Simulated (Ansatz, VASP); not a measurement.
**La: VASP beside Ansatz**

```
CELL_PARAMETERS angstrom
3.92903 0.00000 0.00000
-1.96451 3.40264 0.00000
0.00000 0.00000 6.34421
ATOMIC_POSITIONS crystal
La 0.33333 0.66667 0.25000
La 0.66667 0.33333 0.75000
```

Alike in both runs: task single point; functional PBE; k mesh 16 × 16 × 9; occupations fermi-dirac, width 0.1 eV; no spin polarisation.

|  | VASP | Ansatz |
| --- | --- | --- |
| version | VASP 6.6.1 | Ansatz 0.2.0 |
| potentials or method | VASP PAW PBE potentials, release 64 (La), cutoff 520 eV | plane waves (420 eV) with PAW, scalar-relativistic |
| valence electrons in the cell | 22 | 22 |

|  | VASP | Ansatz | Ansatz less VASP |
| --- | --- | --- | --- |
| pressure (GPa) | -2.5 | -2.5 | -0.02 |
| traceless stress, the component that is largest in VASP (GPa) | -0.20 | -0.20 | 0.000 |

Neither program's run includes spin-orbit coupling.
